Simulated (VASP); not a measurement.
# CaS (Oldhamite) (Fm-3m) in VASP: notebook

CaS (Oldhamite) is run at these levels: LDA; tasks: single point, relaxation of cell and atoms.

Everything below comes from runs of VASP 6.6.1. Logs are shortened: lines on timing, memory, paths and dates and some standing lists are left out, and cuts for length are marked.

## 1. The cell of the first run

The structure is cubic, space group Fm-3m (No. 225). The conventional cell has a = 5.564 Å, b = 5.564 Å, c = 5.564 Å, α = 90.00°, β = 90.00°, γ = 90.00°. Within 3.7 Å of Ca (site symmetry m-3m) lie 6 S at 2.78 Å. S (site symmetry m-3m) has 6 Ca at 2.78 Å within 3.7 Å.

## 2. Single point, LDA

Contents of INCAR:

```
ALGO = Normal
EDIFF = 1E-6
ENCUT = 500
GGA_COMPAT = F
ISIF = 2
ISMEAR = -4
LASPH = T
LCHARG = F
LREAL = F
LWAVE = F
NBANDS = 15
NELM = 120
PREC = Accurate
SIGMA = 0.1
```

Contents of KPOINTS:

```
k-points
0
Gamma
  9 9 9
```

Contents of POSCAR:

```
CaS
1.0
    0.0000000000      2.7822229663      2.7822229663
    2.7822229663      0.0000000000      2.7822229663
    2.7822229663      2.7822229663      0.0000000000
Ca S
1 1
Direct
    0.0000000000      0.0000000000      0.0000000000
    0.5000000000      0.5000000000      0.5000000000
```

Potentials or basis: VASP PAW LDA potentials, release 64 (Ca_sv, S).

The run is started by

```console
$ cat potpaw_LDA.64/Ca_sv/POTCAR potpaw_LDA.64/S/POTCAR > POTCAR
$ mpirun -np 1 vasp_std > vasp.out
```

OUTCAR:

```text
EDIFF = 1E-6
   ENCUT = 500
   ISIF = 2
   ISMEAR = -4
   LASPH = T
   LREAL = F
   NELM = 120
   PREC = Accurate

 ion  position               nearest neighbor table
   1  0.000  0.000  0.000-   2 2.78   2 2.78   2 2.78   2 2.78   2 2.78   2 2.78
   2  0.500  0.500  0.500-   1 2.78   1 2.78   1 2.78   1 2.78   1 2.78   1 2.78

  LATTYP: Found a face centered cubic cell.
 ALAT       =     5.5644459326

  Lattice vectors:

 A1 = (   0.0000000000,   2.7822229663,   2.7822229663)
 A2 = (   2.7822229663,   0.0000000000,   2.7822229663)
 A3 = (   2.7822229663,   2.7822229663,   0.0000000000)

Analysis of symmetry for initial positions (statically):
=====================================================================
 Subroutine PRICEL returns:
 Original cell was already a primitive cell.

 Routine SETGRP: Setting up the symmetry group for a
 face centered cubic supercell.

 Subroutine GETGRP returns: Found 48 space group operations
 (whereof 48 operations were pure point group operations)
 out of a pool of 48 trial point group operations.

The static configuration has the point symmetry O_h .

Analysis of symmetry for dynamics (positions and initial velocities):
=====================================================================
 Subroutine PRICEL returns:
 Original cell was already a primitive cell.

 Routine SETGRP: Setting up the symmetry group for a
 face centered cubic supercell.

 Subroutine GETGRP returns: Found 48 space group operations
 (whereof 48 operations were pure point group operations)
 out of a pool of 48 trial point group operations.

The dynamic configuration has the point symmetry O_h .

 Subroutine INISYM returns: Found 48 space group operations
 (whereof 48 operations are pure point group operations),
 and found     1 'primitive' translations

----------------------------------------------------------------------------------------

                                     Primitive cell

  volume of cell :      43.0731

  direct lattice vectors                    reciprocal lattice vectors
     0.000000000  2.782222966  2.782222966    -0.179712412  0.179712412  0.179712412
     2.782222966  0.000000000  2.782222966     0.179712412 -0.179712412  0.179712412
     2.782222966  2.782222966  0.000000000     0.179712412  0.179712412 -0.179712412

  length of vectors
     3.934657452  3.934657452  3.934657452     0.311271028  0.311271028  0.311271028

  position of ions in fractional coordinates (direct lattice)
     0.000000000  0.000000000  0.000000000
     0.500000000  0.500000000  0.500000000

  ion indices of the primitive-cell ions
   primitive index   ion index
                 1           1
                 2           2

----------------------------------------------------------------------------------------

 KPOINTS: k-points

Automatic generation of k-mesh.
 Grid dimensions read from file:
 generate k-points for:    9    9    9

 Generating k-lattice:

  Cartesian coordinates                     Fractional coordinates (reciprocal lattice)
    -0.019968046  0.019968046  0.019968046     0.111111111  0.000000000  0.000000000
     0.019968046 -0.019968046  0.019968046     0.000000000  0.111111111  0.000000000
     0.019968046  0.019968046 -0.019968046     0.000000000  0.000000000  0.111111111

  Length of vectors
     0.034585670  0.034585670  0.034585670

  Shift w.r.t. Gamma in fractional coordinates (k-lattice)
     0.000000000  0.000000000  0.000000000

 TETIRR: Found    115 inequivalent tetrahedra from     4374

 Subroutine IBZKPT returns following result:
 ===========================================

 Found     35 irreducible k-points:

 Following reciprocal coordinates:
            Coordinates               Weight
  0.000000  0.000000  0.000000      1.000000
  0.111111  0.000000  0.000000      8.000000
  0.222222  0.000000  0.000000      8.000000
  0.333333  0.000000  0.000000      8.000000
  0.444444  0.000000  0.000000      8.000000
  0.111111  0.111111  0.000000      6.000000
[... 16 lines left out ...]
 -0.333333  0.333333  0.000000     12.000000
  0.444444  0.444444  0.000000      6.000000
 [... further k-points ...]
   k-points           NKPTS =     35   k-points in BZ     NKDIM =     35   number of bands    NBANDS=     15
   number of dos      NEDOS =    301   number of ions     NIONS =      2
   total plane-waves  NPLWV =  27000
   dimension x,y,z NGX =    30 NGY =   30 NGZ =   30
   dimension x,y,z NGXF=    60 NGYF=   60 NGZF=   60
   ions per type =               1   1
   NGX,Y,Z   is equivalent  to a cutoff of  12.68, 12.68, 12.68 a.u.
   NGXF,Y,Z  is equivalent  to a cutoff of  25.35, 25.35, 25.35 a.u.
 SYSTEM =  unknown system
   PREC   = accura    normal or accurate (medium, high low for compatibility)
   ISTART =      0    job   : 0-new  1-cont  2-samecut
   ICHARG =      2    charge: 1-file 2-atom 10-const
   ISPIN  =      1    spin polarized calculation?
   LNONCOLLINEAR =      F non collinear calculations
   LSORBIT =      F    spin-orbit coupling
   LASPH  =      T    aspherical Exc in radial PAW
   ENCUT  =  500.0 eV  36.75 Ry    6.06 a.u.   7.17  7.17  7.17*2*pi/ulx,y,z
   NELM   =    120;   NELMIN=  2; NELMDL= -5     # of ELM steps
   EDIFF  = 0.1E-05   stopping-criterion for ELM
   LREAL  =      F    real-space projection
   EDIFFG = 0.1E-04   stopping-criterion for IOM
   NSW    =      0    number of steps for IOM
   IBRION =     -1    ionic relax: 0-MD 1-quasi-New 2-CG
   NFREE  =      0    steps in history (QN), initial steepest desc. (CG)
   ISIF   =      2    stress and relaxation
   ISYM   =      2    0-nonsym 1-usesym 2-fastsym
   POTIM  = 0.5000    time-step for ionic-motion
   TEBEG  =    0.0;   TEEND  =   0.0 temperature during run
   PSTRESS=    0.0 pullay stress
   NELECT =      16.0000    total number of electrons
   NUPDOWN=      -1.0000    fix difference up-down
   EMIN   =  10.00;   EMAX   =-10.00  energy-range for DOS
   EFERMI =   0.00;   METHOD = LEGACY
   ISMEAR =    -4;   SIGMA  =   0.10  broadening in eV -4-tet -1-fermi 0-gaus
   EFERMI_NEDOS =   21; number of points for ismear=-14 and -15
   IALGO  =     38    algorithm
   IMIX   =      4    mixing-type and parameters
     AMIX     =   0.40;   BMIX     =  1.00
     AMIX_MAG =   1.60;   BMIX_MAG =  1.00
  volume/ion in A,a.u.               =      21.54       145.34
  Fermi-wavevector in a.u.,A,eV,Ry     =   1.176828  2.223882 18.843028  1.384924
  Thomas-Fermi vector in A             =   2.313185
   LORBIT       =      0    0 simple, 1 ext, 2 COOP (PROOUT), +10 PAW based schemes
   GGA     = CA    functional components
   LHFCALC =     F    Hartree Fock is set to
   AEXX    =    0.0000 exact exchange contribution
   IVDW    =     0    specifies the selected vdW correction
   LEPSILON=     F    determine dielectric tensor
   LRPA    =     F    only Hartree local field effects (RPA)
 non-spin polarized calculation
 Fermi weights with tetrahedron method witout Bloechl corrections
  energy-cutoff  :      500.00
  volume of cell :       43.07
 maximum number of plane-waves:      1113
 NGX is ok and might be reduce to    30
   NGX = 15   NGY = 15   NGZ = 15

 number of electron      15.9999997 magnetization

 Free energy of the ion-electron system (eV)
  ---------------------------------------------------
  ext. energy  EPLUGINS =         0.00000000
  ---------------------------------------------------
  free energy    TOTEN  =       -11.43339423 eV

  energy without entropy =      -11.43339423  energy(sigma->0) =      -11.43339423

 E-fermi :   3.1380     XC(G=0):  -9.9976

 val. band max:        3.0809261092   @ k =   0.0000   0.0000   0.0000
 cond. band min:       5.0865244577   @ k =   0.4444   0.4444   0.0000
 fundamental gap:      2.0055983485
 Fermi energy:         3.1380450041

 k-point     1 :       0.0000    0.0000    0.0000
  band No.  band energies     occupation
      1     -35.4338      2.00000
      2     -16.7204      2.00000
      3     -16.7204      2.00000
      4     -16.7204      2.00000
      5      -8.4525      2.00000
      6       3.0809      2.00000
      7       3.0809      2.00000
      8       3.0809      2.00000
      9       7.0143      0.00000
     10       7.0143      0.00000
     11       7.0143      0.00000
     12       7.4148      0.00000
     13       7.7199      0.00000
     14       7.7199      0.00000
     15      13.8669      0.00000

 k-point     2 :       0.1111    0.0000    0.0000
  band No.  band energies     occupation
      1     -35.4317      2.00000
      2     -16.7504      2.00000
      3     -16.7226      2.00000
      4     -16.7226      2.00000
      5      -8.3469      2.00000
      6       2.4775      2.00000
      7       2.8592      2.00000
      8       2.8592      2.00000
      9       7.0536      0.00000
     10       7.2188      0.00000
     11       7.2188      0.00000
     12       8.0511      0.00000
     13       8.0961      0.00000
     14       8.0961      0.00000
     15      14.1283      0.00000

 k-point     3 :       0.2222    0.0000    0.0000
  band No.  band energies     occupation
      1     -35.4264      2.00000
      2     -16.8243      2.00000
      3     -16.7280      2.00000
      4     -16.7280      2.00000
      5      -8.0682      2.00000
      6       1.3407      2.00000
      7       2.4028      2.00000
      8       2.4028      2.00000
      9       7.1528      0.00000
     10       7.7418      0.00000
     11       7.7418      0.00000
     12       9.0546      0.00000
     13       9.0546      0.00000
     14       9.3181      0.00000
     15      13.8688      0.00000
[... 343 lines left out ...]
 k-point    23 :      -0.3333    0.3333    0.0000
  band No.  band energies     occupation
      1     -35.4115      2.00000
      2     -16.8741      2.00000
      3     -16.8452      2.00000
      4     -16.7603      2.00000
      5      -7.5439      2.00000
      6       0.5843      2.00000
      7       1.0481      2.00000
      8       1.8262      2.00000
      9       7.3435      0.00000
     10       9.0471      0.00000
     11       9.2401      0.00000
     12       9.3916      0.00000
     13      10.5048      0.00000
     14      11.3433      0.00000
     15      12.9882      0.00000

 k-point    24 :       0.4444    0.4444    0.0000
  band No.  band energies     occupation
      1     -35.4109      2.00000
      2     -16.8930      2.00000
      3     -16.7874      2.00000
      4     -16.7874      2.00000
      5      -7.7391      2.00000
      6       0.5983      2.00000
      7       2.2238      2.00000
      8       2.2238      2.00000
      9       5.0865      0.00000
     10       8.6354      0.00000
     11       9.2444      0.00000
     12       9.9578      0.00000
     13       9.9578      0.00000
     14      10.1445      0.00000
     15      13.7180      0.00000

 [... further k-points ...]

------------------------ aborting loop because EDIFF is reached ----------------------------------------

  FORCE on cell =-STRESS in cart. coord.  units (eV):
  Direction    XX          YY          ZZ          XY          YZ          ZX
  --------------------------------------------------------------------------------------
  -------------------------------------------------------------------------------------
  Total        0.0647020      0.0647020      0.0647020      0.0000000      0.0000000     -0.0000000
  in kB        2.4067039      2.4067039      2.4067039      0.0000000      0.0000000     -0.0000000
  external PRESSURE =       2.4067039 kB  Pullay stress =       0.0000000 kB

 VOLUME and BASIS-vectors are now :
 -----------------------------------------------------------------------------
  energy-cutoff  :      500.00
  volume of cell :       43.07
      direct lattice vectors                 reciprocal lattice vectors
     0.000000000  2.782222966  2.782222966    -0.179712412  0.179712412  0.179712412
     2.782222966  0.000000000  2.782222966     0.179712412 -0.179712412  0.179712412
     2.782222966  2.782222966  0.000000000     0.179712412  0.179712412 -0.179712412

 POSITION                                       TOTAL-FORCE (eV/Angst)
 -----------------------------------------------------------------------------------
      0.00000      0.00000      0.00000        -0.000000      0.000000     -0.000000
      2.78222      2.78222      2.78222         0.000000     -0.000000      0.000000
 -----------------------------------------------------------------------------------
    total drift:                               -0.000000      0.000000      0.000000

  FREE ENERGIE OF THE ION-ELECTRON SYSTEM (eV)
  ---------------------------------------------------
  free  energy   TOTEN  =       -11.4333942321 eV

  energy  without entropy=      -11.4333942321  energy(sigma->0) =      -11.43339423
```

It used 43 s of CPU time on 1 thread of AMD EPYC 7R13 Processor (Zen 3), on a shared host.

Results:

```
Free energy            : -11.4334 eV
Pressure               : 0.2 GPa
Band gap on the k mesh : 2.01 eV, indirect (least direct gap 2.86 eV)
```

A k mesh can miss the band edges. A hybrid or GW would open this gap; LDA tends to underestimate it.

## 3. Relaxation of cell and atoms, LDA

This run uses another cell than the first one, of 22.98 Å³/atom, 1.067 times its volume.

Contents of INCAR:

```
PREC     = Accurate       # precision mode
ENCUT    = 500            # plane-wave cutoff, eV
EDIFF    = 1E-7           # SCF threshold, eV
ISMEAR   = -1             # smearing method
SIGMA    = 0.02           # smearing width, eV
LREAL    = False          # projectors in reciprocal space
LASPH    = True           # aspherical terms in the spheres
NELM     = 120            # most SCF steps
ALGO     = Normal         # electronic algorithm
ISIF     = 3              # what is computed and relaxed
LWAVE    = False          # write WAVECAR
LCHARG   = False          # write CHGCAR
GGA      = CA             # functional
IBRION   = 2              # ionic algorithm
NSW      = 70             # ionic steps
EDIFFG   = -0.005         # ionic threshold
GGA_COMPAT= False        
NELMIN   = 4
```

Contents of KPOINTS:

```
Automatic mesh
0
Gamma
  9 9 9
```

Contents of POSCAR:

```
CaS
1.0
    0.0000000000      2.8430000000      2.8430000000
    2.8430000000      0.0000000000      2.8430000000
    2.8430000000      2.8430000000      0.0000000000
Ca S
1 1
Direct
    0.0000000000      0.0000000000      0.0000000000
    0.5000000000      0.5000000000      0.5000000000
```

Potentials or basis: VASP PAW LDA potentials, release 64 (Ca_sv, S).

The run is started by

```console
$ cat potpaw_LDA.64/Ca_sv/POTCAR potpaw_LDA.64/S/POTCAR > POTCAR
$ mpirun -np 1 vasp_std > vasp.out
```

It used 110 s of CPU time on 1 thread of AMD EPYC 7R13 Processor (Zen 3), on a shared host.

The run converged. Its results:

```
Free energy                            : -11.4346 eV
Relaxed volume                         : 21.61 Å³/atom
Relaxed cell                           : a = 3.939 Å, b = 3.939 Å, c = 3.939 Å, α = 60.00°, β = 60.00°, γ = 60.00°
Space group after relaxing (to 0.05 Å) : Fm-3m (No. 225)
Energy gained by relaxing              : 16.3 meV/atom
Ionic steps                            : 3
Pressure after relaxing                : 0.0 GPa
Band gap on the k mesh                 : 2.02 eV, indirect (least direct gap 2.87 eV)
```

Step by step:
| step | energy change (eV) | largest force (eV/Å) | pressure (GPa) | volume (Å³) |
| --- | --- | --- | --- | --- |
| 1 | 0.0000 | 0.0000 | -3.65 | 45.96 |
| 2 | -0.0305 | 0.0000 | 1.08 | 42.57 |
| 3 | -0.0327 | 0.0000 | 0.01 | 43.23 |

Final structure:
```cif
data_structure
_symmetry_space_group_name_H-M 'P 1'
_symmetry_Int_Tables_number 1
_cell_length_a 3.9394
_cell_length_b 3.9394
_cell_length_c 3.9394
_cell_angle_alpha 60.000
_cell_angle_beta 60.000
_cell_angle_gamma 60.000
_cell_volume 43.23
loop_
_atom_site_label
_atom_site_type_symbol
_atom_site_fract_x
_atom_site_fract_y
_atom_site_fract_z
_atom_site_occupancy
Ca1 Ca 0.00000 0.00000 0.00000 1
S1 S 0.50000 0.50000 0.50000 1
```

Levels at points of the mesh, in eV from the valence-band top:
```
           k point  band 5  band 6  band 7  band 8  band 9  band 10  band 11  band 12
(0.00, 0.00, 0.00)  -11.52    0.00    0.00    0.00    3.94     3.94     3.94     4.31
```

A k mesh can miss the band edges. Zero-point motion and thermal expansion aren't in these numbers.
